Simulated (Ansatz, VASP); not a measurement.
# Two plane-wave programs on MnSi15

Contents of INCAR:

```
PREC = Accurate
ENCUT = 520
EDIFF = 1E-6
ISMEAR = 0
SIGMA = 0.05
LREAL = Auto
LASPH = T
NELM = 150
ALGO = Normal
ISIF = 2
LWAVE = F
LCHARG = F
LMAXMIX = 4
LDAU = T
LDAUTYPE = 2
LDAUL = 2 -1
LDAUU = 5.5 0
LDAUJ = 0 0
LDAUPRINT = 1
GGA = PS
NBANDS = 50
```

The input KPOINTS:

```
regular mesh
0
Gamma
  3 3 3
```

POSCAR

```
MnSi15
1.0
    0.0000000000      5.4370000000      5.4370000000
    5.4370000000      0.0000000000      5.4370000000
    5.4370000000      5.4370000000      0.0000000000
Mn Si
1 15
Direct
    0.0000000000      1.0000000000      1.0000000000
    0.9996156210      0.9996156210      0.5003843790
    0.9996156210      0.5003843790      0.9996156210
    0.9996156210      0.5003843790      0.5003843790
    0.5003843790      0.9996156210      0.9996156210
    0.5003843790      0.9996156210      0.5003843790
    0.5003843790      0.5003843790      0.9996156210
    0.5000000000      0.5000000000      0.5000000000
    0.1288894793      0.1288894793      0.1288894793
    0.1288894793      0.1288894793      0.6133315620
    0.1288894793      0.6133315620      0.1288894793
    0.1256551594      0.6247816135      0.6247816135
    0.6133315620      0.1288894793      0.1288894793
    0.6247816135      0.1256551594      0.6247816135
    0.6247816135      0.6247816135      0.1256551594
    0.6247816135      0.6247816135      0.6247816135
```

Input for Ansatz:

```yaml
crystal:
  lattice:
    - [0.0, 5.437, 5.437]
    - [5.437, 0.0, 5.437]
    - [5.437, 5.437, 0.0]
  atoms:
    - { symbol: Mn, position: [0.0, 1.0, 1.0] }
    - { symbol: Si, position: [0.999615621, 0.999615621, 0.500384379] }
    - { symbol: Si, position: [0.999615621, 0.500384379, 0.999615621] }
    - { symbol: Si, position: [0.999615621, 0.500384379, 0.500384379] }
    - { symbol: Si, position: [0.500384379, 0.999615621, 0.999615621] }
    - { symbol: Si, position: [0.500384379, 0.999615621, 0.500384379] }
    - { symbol: Si, position: [0.500384379, 0.500384379, 0.999615621] }
    - { symbol: Si, position: [0.5, 0.5, 0.5] }
    - { symbol: Si, position: [0.1288894793, 0.1288894793, 0.1288894793] }
    - { symbol: Si, position: [0.1288894793, 0.1288894793, 0.613331562] }
    - { symbol: Si, position: [0.1288894793, 0.613331562, 0.1288894793] }
    - { symbol: Si, position: [0.1256551594, 0.6247816135, 0.6247816135] }
    - { symbol: Si, position: [0.613331562, 0.1288894793, 0.1288894793] }
    - { symbol: Si, position: [0.6247816135, 0.1256551594, 0.6247816135] }
    - { symbol: Si, position: [0.6247816135, 0.6247816135, 0.1256551594] }
    - { symbol: Si, position: [0.6247816135, 0.6247816135, 0.6247816135] }
basis:
  ecutwfc: 420
  ecutrho_ratio: 4
kpoints:
  mp_grid: { grid: [3, 3, 3] }
hamiltonian:
  xc: pbesol
  hubbard: { sites: [{ site: 0, l: d, u_eff: 5.5 }] }
scf:
  occupations: { method: gaussian, width: 0.05 }
  lower_state_search: "off"
  max_iter: 150
output:
  forces: true
  stress: true
  eigenvalues: true
  populations: true
  hubbard: { sites: [{ site: 0, l: d }] }
```

Alike in both runs: task single point; functional PBEsol; k mesh 3 × 3 × 3; occupations gaussian, width 0.05 eV; no spin polarisation; Hubbard terms Mn d U = 5.5 eV.

|  | VASP | Ansatz |
| --- | --- | --- |
| version | VASP 6.6.1 | Ansatz 0.2.0 |
| potentials or method | VASP PAW PBE potentials, release 64 (Mn_pv, Si), cutoff 520 eV | scalar-relativistic, plane waves, PAW |
| valence electrons in the cell | 73 | 75 |

```tsv
	VASP	Ansatz	Ansatz less VASP
gap on the k mesh at the Fermi level (eV)	none	none	-
pressure (GPa)	-1.3	0.1	+1.44
rms of the force components (eV/Å)	0.423	0.254	-0.1683
```

VASP's potentials were made for PBE, not for PBEsol. The programs project onto different local orbitals, so the same U acts differently, and such runs can settle in different states. Atom by atom the forces differ by 0.189 eV/Å (rms over components). A gap of «none» marks a metal or a gap that the smearing closes. VASP's potentials hold 73 valence electrons a cell and Ansatz's 75, so a difference there can come from the potentials and not from the codes. Ansatz's warnings: filled band counts differ across k points.
